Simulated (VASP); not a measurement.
# Mg (I4/mmm) in VASP: notebook

Mg is run at these levels: PBE; tasks: single point.

Everything below comes from runs of VASP 6.6.1. Logs are shortened: lines on timing, memory, paths and dates and some standing lists are left out, and cuts for length are marked.

## Step 1: The cell of the first run

It takes space group I4/mmm (No. 139, tetragonal). Conventional cell: a = 3.928 Å, b = 3.928 Å, c = 3.546 Å, α = 90.00°, β = 90.00°, γ = 90.00°. Within 4.3 Å of Mg (site symmetry 4/mmm) lie 14 Mg at 3.30 to 3.93 Å.

## Step 2: Single point, PBE

Contents of INCAR:

```
SYSTEM = Mg
PREC     = Accurate       ! precision mode
ENCUT    = 520            ! plane-wave cutoff, eV
EDIFF    = 1E-7           ! SCF threshold, eV
ISMEAR   = 0              ! smearing method
SIGMA    = 0.15           ! smearing width, eV
LREAL    = .False.        ! projectors in reciprocal space
LASPH    = .True.         ! aspherical terms in the spheres
NELM     = 60             ! most SCF steps
ALGO     = Normal         ! electronic algorithm
ISIF     = 2              ! what is computed and relaxed
LWAVE    = .False.        ! write WAVECAR
LCHARG   = .False.        ! write CHGCAR
GGA      = PE             ! functional
NBANDS   = 7              ! bands
```

Contents of KPOINTS:

```
Automatic mesh
0
Gamma
  18 18 18
  0 0 0
```

Contents of POSCAR:

```
Mg
1.0
   -1.9640500000      1.9640500000      1.7730500000
    1.9640500000     -1.9640500000      1.7730500000
    1.9640500000      1.9640500000     -1.7730500000
Mg
1
Direct
    0.0000000000      0.0000000000      0.0000000000
```

Potentials or basis: VASP PAW PBE potentials, release 64 (Mg).

Started as:

```console
> cat potpaw_PBE.64/Mg/POTCAR > POTCAR
> mpirun -np 1 vasp_std > vasp.out
```

OUTCAR:

```text
SYSTEM = Mg
   PREC = Accurate
   ENCUT = 520
   EDIFF = 1E-7
   ISMEAR = 0
   LREAL = .False.
   LASPH = .True.
   NELM = 60
   ISIF = 2
   GGA = PE

 ion  position               nearest neighbor table
   1  0.000  0.000  0.000-

  LATTYP: Found a body centered tetragonal cell.
 ALAT       =     3.9281000000
 C/A-ratio  =     0.9027519666

  Lattice vectors:

 A1 = (  -1.9640500000,   1.9640500000,   1.7730500000)
 A2 = (   1.9640500000,  -1.9640500000,   1.7730500000)
 A3 = (   1.9640500000,   1.9640500000,  -1.7730500000)

Analysis of symmetry for initial positions (statically):
=====================================================================
 Subroutine PRICEL returns:
 Original cell was already a primitive cell.

 Routine SETGRP: Setting up the symmetry group for a
 body centered tetragonal supercell.

 Subroutine GETGRP returns: Found 16 space group operations
 (whereof 16 operations were pure point group operations)
 out of a pool of 16 trial point group operations.

The static configuration has the point symmetry D_4h.

Analysis of symmetry for dynamics (positions and initial velocities):
=====================================================================
 Subroutine PRICEL returns:
 Original cell was already a primitive cell.

 Routine SETGRP: Setting up the symmetry group for a
 body centered tetragonal supercell.

 Subroutine GETGRP returns: Found 16 space group operations
 (whereof 16 operations were pure point group operations)
 out of a pool of 16 trial point group operations.

The dynamic configuration has the point symmetry D_4h.

 Subroutine INISYM returns: Found 16 space group operations
 (whereof 16 operations are pure point group operations),
 and found     1 'primitive' translations

----------------------------------------------------------------------------------------

                                     Primitive cell

  volume of cell :      27.3581

  direct lattice vectors                    reciprocal lattice vectors
    -1.964050000  1.964050000  1.773050000     0.000000000  0.254576004  0.281999944
     1.964050000 -1.964050000  1.773050000     0.254576004  0.000000000  0.281999944
     1.964050000  1.964050000 -1.773050000     0.254576004  0.254576004  0.000000000

  length of vectors
     3.295252814  3.295252814  3.295252814     0.379911713  0.379911713  0.360024837

  position of ions in fractional coordinates (direct lattice)
     0.000000000  0.000000000  0.000000000

  ion indices of the primitive-cell ions
   primitive index   ion index
                 1           1

----------------------------------------------------------------------------------------

 KPOINTS: Automatic mesh

Automatic generation of k-mesh.
 Grid dimensions read from file:
 generate k-points for:   18   18   18

 Generating k-lattice:

  Cartesian coordinates                     Fractional coordinates (reciprocal lattice)
     0.000000000  0.014143111  0.015666664     0.055555556  0.000000000 -0.000000000
     0.014143111  0.000000000  0.015666664     0.000000000  0.055555556 -0.000000000
     0.014143111  0.014143111  0.000000000     0.000000000  0.000000000  0.055555556

  Length of vectors
     0.021106206  0.021106206  0.020001380

  Shift w.r.t. Gamma in fractional coordinates (k-lattice)
     0.000000000  0.000000000  0.000000000

 Subroutine IBZKPT returns following result:
 ===========================================

 Found    480 irreducible k-points:

 Following reciprocal coordinates:
            Coordinates               Weight
  0.000000  0.000000  0.000000      1.000000
  0.055556  0.000000  0.000000      8.000000
  0.111111  0.000000  0.000000      8.000000
  0.166667  0.000000  0.000000      8.000000
  0.222222  0.000000 -0.000000      8.000000
  0.277778  0.000000 -0.000000      8.000000
[... 16 lines left out ...]
 -0.277778  0.055556  0.000000     16.000000
 -0.222222  0.055556  0.000000     16.000000
 [... further k-points ...]
   k-points           NKPTS =    480   k-points in BZ     NKDIM =    480   number of bands    NBANDS=      7
   number of dos      NEDOS =    301   number of ions     NIONS =      1
   total plane-waves  NPLWV =  21952
   dimension x,y,z NGX =    28 NGY =   28 NGZ =   28
   dimension x,y,z NGXF=    56 NGYF=   56 NGZF=   56
   ions per type =               1
   NGX,Y,Z   is equivalent  to a cutoff of  14.13, 14.13, 14.13 a.u.
   NGXF,Y,Z  is equivalent  to a cutoff of  28.25, 28.25, 28.25 a.u.
 SYSTEM =  Mg
   PREC   = accura    normal or accurate (medium, high low for compatibility)
   ISTART =      0    job   : 0-new  1-cont  2-samecut
   ICHARG =      2    charge: 1-file 2-atom 10-const
   ISPIN  =      1    spin polarized calculation?
   LNONCOLLINEAR =      F non collinear calculations
   LSORBIT =      F    spin-orbit coupling
   LASPH  =      T    aspherical Exc in radial PAW
   ENCUT  =  520.0 eV  38.22 Ry    6.18 a.u.   6.13  6.13  6.13*2*pi/ulx,y,z
   NELM   =     60;   NELMIN=  2; NELMDL= -5     # of ELM steps
   EDIFF  = 0.1E-06   stopping-criterion for ELM
   LREAL  =      F    real-space projection
   EDIFFG = 0.1E-05   stopping-criterion for IOM
   NSW    =      0    number of steps for IOM
   IBRION =     -1    ionic relax: 0-MD 1-quasi-New 2-CG
   NFREE  =      0    steps in history (QN), initial steepest desc. (CG)
   ISIF   =      2    stress and relaxation
   ISYM   =      2    0-nonsym 1-usesym 2-fastsym
   POTIM  = 0.5000    time-step for ionic-motion
   TEBEG  =    0.0;   TEEND  =   0.0 temperature during run
   PSTRESS=    0.0 pullay stress
   NELECT =       2.0000    total number of electrons
   NUPDOWN=      -1.0000    fix difference up-down
   EMIN   =  10.00;   EMAX   =-10.00  energy-range for DOS
   EFERMI =   0.00;   METHOD = LEGACY
   ISMEAR =     0;   SIGMA  =   0.15  broadening in eV -4-tet -1-fermi 0-gaus
   EFERMI_NEDOS =   21; number of points for ismear=-14 and -15
   IALGO  =     38    algorithm
   IMIX   =      4    mixing-type and parameters
     AMIX     =   0.40;   BMIX     =  1.00
     AMIX_MAG =   1.60;   BMIX_MAG =  1.00
  volume/ion in A,a.u.               =      27.36       184.62
  Fermi-wavevector in a.u.,A,eV,Ry     =   0.684525  1.293565  6.375348  0.468575
  Thomas-Fermi vector in A             =   1.764203
   LORBIT       =      0    0 simple, 1 ext, 2 COOP (PROOUT), +10 PAW based schemes
   GGA     = PE    functional components
   LHFCALC =     F    Hartree Fock is set to
   AEXX    =    0.0000 exact exchange contribution
   IVDW    =     0    specifies the selected vdW correction
   LEPSILON=     F    determine dielectric tensor
   LRPA    =     F    only Hartree local field effects (RPA)
 non-spin polarized calculation
 Gauss-broadening in eV      SIGMA  =   0.15
  energy-cutoff  :      520.00
  volume of cell :       27.36
 maximum number of plane-waves:       766
 NGX is ok and might be reduce to    28
   NGX = 13   NGY = 13   NGZ = 13

 number of electron       2.0000000 magnetization

 Free energy of the ion-electron system (eV)
  ---------------------------------------------------
  ext. energy  EPLUGINS =         0.00000000
  ---------------------------------------------------
  free energy    TOTEN  =        -1.40851649 eV

  energy without entropy =       -1.40261381  energy(sigma->0) =       -1.40556515

 E-fermi :   1.7931     XC(G=0):  -7.9672

 val. band max:        1.7925736372   @ k =   0.3333   0.3333   0.0556
 cond. band min:       1.7937244837   @ k =   0.3889   0.3333   0.1111
 fundamental gap:      0.0011508465
 Fermi energy:         1.7930573610

 k-point     1 :       0.0000    0.0000    0.0000
  band No.  band energies     occupation
      1      -4.4272      2.00000
      2      12.5339      0.00000
      3      13.9945      0.00000
      4      13.9945      0.00000
      5      14.4150      0.00000
      6      14.4150      0.00000
      7      14.5078      0.00000

 k-point     2 :       0.0556    0.0000    0.0000
  band No.  band energies     occupation
      1      -4.3600      2.00000
      2      12.1282      0.00000
      3      13.3905      0.00000
      4      13.4645      0.00000
      5      13.8302      0.00000
      6      14.6500      0.00000
      7      14.9306      0.00000

 k-point     3 :       0.1111    0.0000    0.0000
  band No.  band energies     occupation
      1      -4.1587      2.00000
      2      11.4620      0.00000
      3      11.6685      0.00000
      4      12.7691      0.00000
      5      13.0198      0.00000
      6      14.6363      0.00000
      7      15.6478      0.00000

 k-point     4 :       0.1667    0.0000    0.0000
  band No.  band energies     occupation
      1      -3.8239      2.00000
      2       9.8746      0.00000
      3      10.8399      0.00000
      4      12.1321      0.00000
      5      12.1861      0.00000
      6      13.9378      0.00000
      7      16.0836      0.00000

 k-point     5 :       0.2222    0.0000   -0.0000
  band No.  band energies     occupation
      1      -3.3569      2.00000
      2       8.1317      0.00000
      3      10.3137      0.00000
      4      11.4344      0.00000
      5      11.5809      0.00000
      6      13.2843      0.00000
      7      16.3651      0.00000

 k-point     6 :       0.2778    0.0000   -0.0000
  band No.  band energies     occupation
      1      -2.7591      2.00000
      2       6.4753      0.00000
      3       9.8964      0.00000
      4      10.7905      0.00000
      5      11.1280      0.00000
      6      12.7140      0.00000
      7      16.7167      0.00000

 k-point     7 :       0.3333    0.0000   -0.0000
  band No.  band energies     occupation
      1      -2.0327      2.00000
      2       4.9199      0.00000
      3       9.5927      0.00000
      4      10.2632      0.00000
      5      10.7782      0.00000
      6      12.2474      0.00000
      7      17.1642      0.00000
[... 121 lines left out ...]
 k-point    20 :      -0.4444    0.0556    0.0000
  band No.  band energies     occupation
      1      -0.7132      2.00000
      2       2.9049      0.00000
      3       8.3430      0.00000
      4       9.7791      0.00000
      5      10.8073      0.00000
      6      12.5303      0.00000
      7      18.7610      0.00000

 k-point    21 :      -0.3889    0.0556    0.0000
  band No.  band energies     occupation
      1      -1.6198      2.00000
      2       4.2985      0.00000
      3       8.4840      0.00000
      4      10.1129      0.00000
      5      10.9767      0.00000
      6      12.8663      0.00000
      7      18.3541      0.00000

 k-point    22 :      -0.3333    0.0556    0.0000
  band No.  band energies     occupation
      1      -2.4028      2.00000
      2       5.8032      0.00000
      3       8.7454      0.00000
      4      10.5520      0.00000
      5      11.2740      0.00000
      6      13.3124      0.00000
      7      17.8728      0.00000

 k-point    23 :      -0.2778    0.0556    0.0000
  band No.  band energies     occupation
      1      -3.0583      2.00000
      2       7.4092      0.00000
      3       9.1278      0.00000
      4      11.0866      0.00000
      5      11.7038      0.00000
      6      13.8550      0.00000
      7      17.1005      0.00000

 k-point    24 :      -0.2222    0.0556    0.0000
  band No.  band energies     occupation
      1      -3.5841      2.00000
      2       9.0838      0.00000
      3       9.6503      0.00000
      4      11.7044      0.00000
      5      12.2661      0.00000
      6      14.4687      0.00000
      7      16.3164      0.00000

 [... further k-points ...]

------------------------ aborting loop because EDIFF is reached ----------------------------------------

  FORCE on cell =-STRESS in cart. coord.  units (eV):
  Direction    XX          YY          ZZ          XY          YZ          ZX
  --------------------------------------------------------------------------------------
  -------------------------------------------------------------------------------------
  Total       -0.7261890     -0.7261890     -0.7687351      0.0000000     -0.0000000      0.0000000
  in kB      -42.5279267    -42.5279267    -45.0195592      0.0000000     -0.0000000      0.0000000
  external PRESSURE =     -43.3584709 kB  Pullay stress =       0.0000000 kB

 VOLUME and BASIS-vectors are now :
 -----------------------------------------------------------------------------
  energy-cutoff  :      520.00
  volume of cell :       27.36
      direct lattice vectors                 reciprocal lattice vectors
    -1.964050000  1.964050000  1.773050000     0.000000000  0.254576004  0.281999944
     1.964050000 -1.964050000  1.773050000     0.254576004  0.000000000  0.281999944
     1.964050000  1.964050000 -1.773050000     0.254576004  0.254576004  0.000000000

 POSITION                                       TOTAL-FORCE (eV/Angst)
 -----------------------------------------------------------------------------------
      0.00000      0.00000      0.00000        -0.000000     -0.000000      0.000000
 -----------------------------------------------------------------------------------
    total drift:                               -0.000000     -0.000000     -0.000000

  FREE ENERGIE OF THE ION-ELECTRON SYSTEM (eV)
  ---------------------------------------------------
  free  energy   TOTEN  =        -1.4085164867 eV

  energy  without entropy=       -1.4026138090  energy(sigma->0) =       -1.40556515
```

It took 35 s on 1 thread of Intel Xeon 6975P-C (Granite Rapids), shared host; peak memory 0.23 GiB.

Results:

| Item | Value |
| --- | --- |
| Free energy | -1.4085 eV |
| Pressure | -4.3 GPa |
| Band gap on the k mesh | zero (band 1 reaches 4.53 eV, above the bottom of band 2 at 0.40 eV) |

Stress tensor (GPa, compression positive):
```
-4.25  0.00  0.00
 0.00 -4.25  0.00
 0.00  0.00 -4.50
```

Levels at points of the mesh, in eV from the Fermi level:
| k point | band 1 | band 2 | band 3 | band 4 |
| --- | --- | --- | --- | --- |
| (0.00, 0.00, 0.00) | -6.22 | 10.74 | 12.20 | 12.20 |
| (0.50, 0.00, 0.00) | -1.08 | -0.69 | 7.54 | 7.65 |
| (0.50, 0.50, 0.00) | -1.47 | -1.39 | 9.15 | 9.19 |
| (0.50, 0.50, 0.50) | 2.72 | 2.72 | 3.53 | 3.78 |

## Step 3: Single point, PBE

This run uses another cell than the first one, of 28.41 Å³/atom, 1.038 times its volume.

Contents of INCAR:

```
PREC     = Accurate       # precision mode
ENCUT    = 520            # plane-wave cutoff, eV
EDIFF    = 1E-6           # SCF threshold, eV
ISMEAR   = 0              # smearing method
SIGMA    = 0.15           # smearing width, eV
LREAL    = False          # projectors in reciprocal space
LASPH    = True           # aspherical terms in the spheres
NELM     = 100            # most SCF steps
ALGO     = Fast           # electronic algorithm
ISIF     = 2              # what is computed and relaxed
LWAVE    = False          # write WAVECAR
LCHARG   = True           # write CHGCAR
GGA      = PE             # functional
LELF     = True           # ELF
LVHAR    = True         
NBANDS   = 7              # bands
```

Contents of KPOINTS:

```
regular mesh
0
Gamma
  18 18 18
```

Contents of POSCAR:

```
Mg
1.0
   -1.9640500000      1.9640500000      1.8412500000
    1.9640500000     -1.9640500000      1.8412500000
    1.9640500000      1.9640500000     -1.8412500000
Mg
1
Direct
    0.0000000000      0.0000000000      0.0000000000
```

Potentials or basis: VASP PAW PBE potentials, release 64 (Mg).

Started as:

```console
> cat potpaw_PBE.64/Mg/POTCAR > POTCAR
> mpirun -np 1 vasp_std > vasp.out
```

It took 38 s on 1 thread of Intel Xeon 6975P-C (Granite Rapids), shared host; peak memory 0.23 GiB.

Results (log left out):

| Quantity | Value |
| --- | --- |
| Free energy | -1.3772 eV |
| Pressure | -4.9 GPa |
| Band gap on the k mesh | zero (band 1 reaches 4.50 eV, above the bottom of band 2 at 0.39 eV) |

Stress tensor (GPa, compression positive):
```
-4.83  0.00  0.00
 0.00 -4.83  0.00
 0.00  0.00 -4.98
```

Levels at points of the mesh, in eV from the Fermi level:
| k point | band 1 | band 2 | band 3 | band 4 |
| --- | --- | --- | --- | --- |
| (0.00, 0.00, 0.00) | -6.07 | 10.95 | 12.08 | 12.08 |
| (0.50, 0.00, 0.00) | -1.08 | -0.81 | 7.55 | 7.59 |
| (0.50, 0.50, 0.00) | -1.32 | -1.23 | 8.45 | 8.59 |
| (0.50, 0.50, 0.50) | 2.88 | 2.88 | 3.67 | 3.91 |
